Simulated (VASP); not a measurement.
# Mg (P6/mmm) in VASP: a series of runs, part 2 of 2

VASP 6.6.1. The steps go on from the part before.

### 3 Single point, r2SCAN

This run uses another cell than the first one, of 24.96 Å³/atom, 1.017 times its volume.

Contents of POSCAR:

```
Mg
1.0
    3.0771970057      0.0000000000      0.0000000000
   -1.5385985029      2.6649307793      0.0000000000
    0.0000000000      0.0000000000      3.0431067380
Mg
1
Direct
    0.0000000000      0.0000000000      0.0000000000
```

Contents of INCAR.step1:

```
SYSTEM = Mg
PREC = Accurate
ENCUT = 520
ISMEAR = 0
SIGMA = 0.1
LREAL = .False.
LASPH = .True.
NELM = 100
NBANDS = 7
GGA = PE
ALGO = Normal
EDIFF = 1E-4
LWAVE = .True.
LCHARG = .False.
```

Contents of INCAR.step2:

```
SYSTEM = Mg
PREC = Accurate
ENCUT = 520
EDIFF = 1E-6
ISMEAR = 0
SIGMA = 0.1
LREAL = .False.
LASPH = .True.
NELM = 100
ALGO = Normal
ISIF = 2
LWAVE = .False.
LCHARG = .False.
METAGGA = R2SCAN
LMIXTAU = .True.
NBANDS = 7
ISTART = 1
```

Contents of KPOINTS:

```
Automatic mesh
0
Gamma
  15 15 14
  0 0 0
```

Potentials or basis: VASP PAW PBE potentials, release 64 (Mg).

Command:

```bash
$ cat potpaw_PBE.64/Mg/POTCAR > POTCAR
$ cp INCAR.step1 INCAR
$ mpirun -np 1 vasp_std > vasp.out
$ cp INCAR.step2 INCAR
$ mpirun -np 1 vasp_std > vasp.out
```

It took 71 s on 1 thread of Intel Xeon Platinum 8259CL at 2.50GHz (Skylake/Cascade Lake), shared host; peak memory 0.17 GiB.

Results (log left out):

* Free energy: -3.8716 eV
* Pressure: -0.2 GPa
* Band gap on the k mesh: zero (band 1 reaches 5.48 eV, above the bottom of band 2 at -0.41 eV)

Levels at points of the mesh, in eV from the Fermi level:
```tsv
k point	band 1	band 2	band 3	band 4	band 5
(0.00, 0.00, 0.00)	-7.07	8.58	9.55	13.21	13.21
(0.00, 0.00, 0.50)	-2.94	-2.63	15.57	15.57	17.13
```

Caveat: the PAW data sets were made with another functional, which shifts forces and pressure a little.

### 4 Relaxation of cell and atoms, r2SCAN

Contents of POSCAR:

```
Mg
1.0
    3.0502998005      0.0000000000      0.0000000000
   -1.5251499003      2.6416371164      0.0000000000
    0.0000000000      0.0000000000      3.0448375700
Mg
1
Direct
    0.0000000000      0.0000000000      0.0000000000
```

Contents of INCAR.step1:

```
SYSTEM = Mg
PREC = Accurate ; ENCUT = 600
ISMEAR = 0 ; SIGMA = 0.1
LREAL = .False. ; LASPH = .True.
NELM = 100 ; GGA = PE
ALGO = Normal ; EDIFF = 1E-4
LWAVE = .True. ; LCHARG = .False.
```

Contents of INCAR.step2:

```
SYSTEM = Mg
PREC = Accurate ; ENCUT = 600
EDIFF = 1E-6 ; ISMEAR = 0
SIGMA = 0.1 ; LREAL = .False.
LASPH = .True. ; NELM = 100
ALGO = Normal ; ISIF = 3
LWAVE = .False. ; LCHARG = .False.
METAGGA = R2SCAN ; LMIXTAU = .True.
IBRION = 2 ; NSW = 100
EDIFFG = -0.01 ; ISTART = 1
```

Contents of KPOINTS:

```
regular mesh
0
Gamma
  15 15 14
  0 0 0
```

Command:

```bash
$ cat potpaw_PBE.64/Mg/POTCAR > POTCAR
$ cp INCAR.step1 INCAR
$ mpirun -np 1 vasp_std > vasp.out
$ cp INCAR.step2 INCAR
$ mpirun -np 1 vasp_std > vasp.out
```

Wall time 1.9 min (1 thread of Intel Xeon Platinum 8488C (Sapphire Rapids), shared host); peak memory 0.17 GiB.

Results (log left out):

```yaml
Free_energy: -3.8719 eV
Relaxed_volume: 24.80 Å³/atom
Relaxed_cell: a = 3.071 Å, b = 3.071 Å, c = 3.037 Å, α = 90.00°, β = 90.00°, γ = 120.00°
Space_group_after_relaxing_to_0.05_Å: P6/mmm (No. 191)
Energy_gained_by_relaxing: 0.7 meV/atom
Ionic_steps: 8
Pressure_after_relaxing: 0.0 GPa
Band_gap_on_the_k_mesh: zero (band 1 reaches 5.52 eV, above the bottom of band 2 at -0.39 eV)
```

Step by step:
```
step  energy change (eV)  largest force (eV/Å)  pressure (GPa)  volume (Å³)
   1              0.0000                0.0000            0.43        24.53
   2             -0.0007                0.0000            0.08        24.77
   3             -0.0007                0.0000           -0.07        24.86
   4             -0.0007                0.0000           -0.04        24.84
   5             -0.0007                0.0000           -0.04        24.84
   6             -0.0007                0.0000           -0.02        24.82
   7             -0.0007                0.0000            0.04        24.77
   8             -0.0007                0.0000            0.01        24.80
```

Final structure:
```
CELL_PARAMETERS angstrom
3.07067 0.00000 0.00000
-1.53534 2.65928 0.00000
0.00000 0.00000 3.03659
ATOMIC_POSITIONS crystal
Mg 0.00000 0.00000 0.00000
```

Levels at points of the mesh, in eV from the Fermi level:
```csv
k point,band 1,band 2,band 3,band 4
"(0.00, 0.00, 0.00)",-7.09,8.61,9.60,13.25
"(0.00, 0.00, 0.50)",-2.95,-2.64,15.62,15.62
```

Caveat: the PAW data sets were made with another functional, which shifts forces and pressure a little.

### 5 Single point, r2SCAN

This run uses another cell than the first one: it holds 3 atoms, not 1.

Contents of POSCAR:

```
Mg
1.0
    5.2783903522      0.0000000000      0.0000000000
   -2.6391951761      4.5712201361      0.0000000000
    0.0000000000      0.0000000000      3.2358827811
Mg
3
Direct
    0.0000000000      0.0000000000      0.0000000000
    0.3333333333      0.6666666667      0.5000000000
    0.6666666667      0.3333333333      0.5000000000
```

Contents of INCAR.step1:

```
PREC = Accurate
ENCUT = 520
ISMEAR = 0
SIGMA = 0.1
LREAL = False
LASPH = True
NELM = 60
NBANDS = 10
GGA = PE
ALGO = Normal
EDIFF = 1E-4
LWAVE = True
LCHARG = False
```

Contents of INCAR.step2:

```
PREC = Accurate
ENCUT = 520
EDIFF = 1E-7
ISMEAR = 0
SIGMA = 0.1
LREAL = False
LASPH = True
NELM = 60
ALGO = Normal
ISIF = 2
LWAVE = False
LCHARG = True
METAGGA = R2SCAN
LMIXTAU = True
LELF = True
LVHAR = True
NBANDS = 10
ISTART = 1
```

Contents of KPOINTS:

```
regular mesh
0
Gamma
  6 6 6
```

Command:

```bash
$ cat potpaw_PBE.64/Mg/POTCAR > POTCAR
$ cp INCAR.step1 INCAR
$ mpirun -np 1 vasp_std > vasp.out
$ cp INCAR.step2 INCAR
$ mpirun -np 1 vasp_std > vasp.out
```

Wall time 50 s (1 thread of Intel Xeon Platinum 8375C at 2.90GHz (Ice Lake), shared host); peak memory 0.19 GiB.

Results (log left out):

```yaml
Free_energy: -12.1291 eV
Pressure: -4.0 GPa
Band_gap_on_the_k_mesh: zero (band 3 reaches 5.46 eV, above the bottom of band 4 at 1.15 eV)
```

Stress tensor (GPa, compression positive):
```
-3.22  0.00  0.00
 0.00 -3.22  0.00
 0.00  0.00 -5.46
```

Levels at points of the mesh, in eV from the Fermi level:
| k point | band 1 | band 2 | band 3 | band 4 | band 5 | band 6 | band 7 |
| --- | --- | --- | --- | --- | --- | --- | --- |
| (0.00, 0.00, 0.00) | -6.91 | 0.22 | 0.22 | 0.30 | 0.30 | 1.36 | 1.43 |
| (0.50, 0.00, 0.00) | -5.00 | -4.99 | -1.54 | -0.91 | 5.62 | 5.74 | 6.32 |
| (0.00, 0.00, 0.50) | -3.25 | -2.99 | 3.38 | 3.38 | 3.67 | 3.67 | 3.87 |
| (0.50, 0.00, 0.50) | -1.59 | -1.32 | -1.19 | -0.93 | 1.75 | 2.40 | 2.82 |

Caveat: the PAW data sets were made with another functional, which shifts forces and pressure a little.

### 6 Single point, r2SCAN

This run uses another cell than the first one: it holds 3 atoms, not 1.

Contents of POSCAR:

```
Mg
1.0
    5.0798252991      0.0000000000      0.0000000000
   -2.5399126495      4.3992577558      0.0000000000
    0.0000000000      0.0000000000      3.0636888720
Mg
3
Direct
    0.0000000000      0.0000000000      0.0000000000
    0.3333333333      0.6666666667      0.5000000000
    0.6666666667      0.3333333333      0.5000000000
```

Contents of INCAR.step1:

```
PREC     = Accurate       # precision mode
ENCUT    = 520            # plane-wave cutoff, eV
ISMEAR   = 0              # smearing method
SIGMA    = 0.1            # smearing width, eV
LREAL    = False          # projectors in reciprocal space
LASPH    = True           # aspherical terms in the spheres
NELM     = 100            # most SCF steps
NBANDS   = 10             # bands
GGA      = PE             # functional
ALGO     = Normal         # electronic algorithm
EDIFF    = 1E-4           # SCF threshold, eV
LWAVE    = True           # write WAVECAR
LCHARG   = False          # write CHGCAR
```

Contents of INCAR.step2:

```
PREC     = Accurate       # precision mode
ENCUT    = 520            # plane-wave cutoff, eV
EDIFF    = 1E-7           # SCF threshold, eV
ISMEAR   = 0              # smearing method
SIGMA    = 0.1            # smearing width, eV
LREAL    = False          # projectors in reciprocal space
LASPH    = True           # aspherical terms in the spheres
NELM     = 100            # most SCF steps
ALGO     = Normal         # electronic algorithm
ISIF     = 2              # what is computed and relaxed
LWAVE    = False          # write WAVECAR
LCHARG   = False          # write CHGCAR
METAGGA  = R2SCAN         # meta-GGA
LMIXTAU  = True         
NBANDS   = 10             # bands
ISTART   = 1
```

Contents of KPOINTS:

```
Automatic mesh
0
Gamma
  12 12 14
```

Potentials or basis: VASP PAW PBE potentials, release 64 (Mg).

Command:

```bash
$ cat potpaw_PBE.64/Mg/POTCAR > POTCAR
$ cp INCAR.step1 INCAR
$ mpirun -np 1 vasp_std > vasp.out
$ cp INCAR.step2 INCAR
$ mpirun -np 1 vasp_std > vasp.out
```

Wall time 3.8 min (1 thread of Intel Xeon Platinum 8375C at 2.90GHz (Ice Lake), shared host); peak memory 0.26 GiB.

It converged, with:

```
Free energy            : -12.2592 eV
Pressure               : -0.3 GPa
Band gap on the k mesh : zero (band 3 reaches 6.50 eV, above the bottom of band 4 at 1.76 eV)
```

Levels at points of the mesh, in eV from the Fermi level:
| k point | band 1 | band 2 | band 3 | band 4 | band 5 | band 6 | band 7 | band 8 |
| --- | --- | --- | --- | --- | --- | --- | --- | --- |
| (0.00, 0.00, 0.00) | -7.44 | 0.12 | 0.12 | 0.19 | 0.19 | 1.61 | 1.70 | 8.76 |
| (0.50, 0.00, 0.00) | -5.39 | -5.39 | -1.76 | -0.94 | 5.87 | 5.98 | 6.79 | 6.83 |
| (0.00, 0.00, 0.50) | -3.33 | -3.18 | 3.80 | 3.80 | 3.84 | 3.84 | 4.20 | 4.42 |
| (0.50, 0.00, 0.50) | -1.63 | -1.46 | -1.04 | -0.94 | 1.94 | 2.48 | 3.19 | 3.40 |

Caveat: the PAW data sets were made with another functional, which shifts forces and pressure a little.

### 7 Single point, r2SCAN

This run uses another cell than the first one: it holds 3 atoms, not 1.

Contents of POSCAR:

```
Mg
1.0
    5.0779880710      0.0000000000      0.0000000000
   -2.5389940355      4.3976666696      0.0000000000
    0.0000000000      0.0000000000      3.0673335160
Mg
3
Direct
    0.0000000000      0.0000000000      0.0000000000
    0.3333333333      0.6666666667      0.5000000000
    0.6666666667      0.3333333333      0.5000000000
```

Contents of INCAR.step1:

```
PREC = Accurate ; ENCUT = 520
ISMEAR = 0 ; SIGMA = 0.1
LREAL = False ; LASPH = True
NELM = 80 ; NBANDS = 10
GGA = PE ; ALGO = Normal
EDIFF = 1E-4 ; LWAVE = True
LCHARG = False
```

Contents of INCAR.step2:

```
PREC = Accurate ; ENCUT = 520
EDIFF = 1E-7 ; ISMEAR = 0
SIGMA = 0.1 ; LREAL = False
LASPH = True ; NELM = 80
ALGO = Normal ; ISIF = 2
LWAVE = False ; LCHARG = False
METAGGA = R2SCAN ; LMIXTAU = True
NBANDS = 10 ; ISTART = 1
```

Contents of KPOINTS:

```
Automatic mesh
0
Gamma
  12 12 16
```

Command:

```bash
$ cat potpaw_PBE.64/Mg/POTCAR > POTCAR
$ cp INCAR.step1 INCAR
$ mpirun -np 1 vasp_std > vasp.out
$ cp INCAR.step2 INCAR
$ mpirun -np 1 vasp_std > vasp.out
```

It took 3.6 min on 1 thread of Intel Xeon Platinum 8375C at 2.90GHz (Ice Lake), shared host; peak memory 0.26 GiB.

The run converged. Its results:

```
Free energy            : -12.2580 eV
Pressure               : -0.3 GPa
Band gap on the k mesh : zero (band 3 reaches 6.49 eV, above the bottom of band 4 at 1.76 eV)
```

Levels at points of the mesh, in eV from the Fermi level:
```
           k point  band 1  band 2  band 3  band 4  band 5  band 6
(0.00, 0.00, 0.00)   -7.45    0.12    0.12    0.18    0.18    1.60
(0.50, 0.00, 0.00)   -5.40   -5.40   -1.77   -0.95    5.87    5.98
(0.00, 0.00, 0.50)   -3.36   -3.20    3.78    3.78    3.83    3.83
(0.50, 0.00, 0.50)   -1.65   -1.47   -1.06   -0.96    1.92    2.47
```

Caveat: the PAW data sets were made with another functional, which shifts forces and pressure a little.

### 8 Overview

| task | cell | k mesh | cutoff (eV) | gap on the mesh (eV) | pressure (GPa) |
| --- | --- | --- | --- | --- | --- |
| single point | a = 3.050, b = 3.050, c = 3.045 Å, angles 90.0, 90.0, 120.0°, 1 atom | 6 × 6 × 6 | 520 | none | 0.2 |
| single point | a = 3.077, b = 3.077, c = 3.043 Å, angles 90.0, 90.0, 120.0°, 1 atom | 15 × 15 × 14 | 520 | none | -0.2 |
| relaxation of cell and atoms | relaxed from a = 3.050, b = 3.050, c = 3.045 Å, angles 90.0, 90.0, 120.0°, 1 atom | 15 × 15 × 14 | 600 | none | 0.0 |
| single point | a = 5.278, b = 5.278, c = 3.236 Å, angles 90.0, 90.0, 120.0°, 3 atoms | 6 × 6 × 6 | 520 | none | -4.0 |
| single point | a = 5.080, b = 5.080, c = 3.064 Å, angles 90.0, 90.0, 120.0°, 3 atoms | 12 × 12 × 14 | 520 | none | -0.3 |
| single point | a = 5.078, b = 5.078, c = 3.067 Å, angles 90.0, 90.0, 120.0°, 3 atoms | 12 × 12 × 16 | 520 | none | -0.3 |

Alike in all rows: level r2SCAN; potentials or basis VASP PAW PBE potentials, release 64 (Mg); no spin polarisation; smearing gaussian 0.1 eV.

Caveats: some runs use coarse meshes; the PAW data sets were made with another functional, which shifts forces and pressure a little.

Total energies depend on the potentials used, so only differences within one code and one set of settings carry meaning.
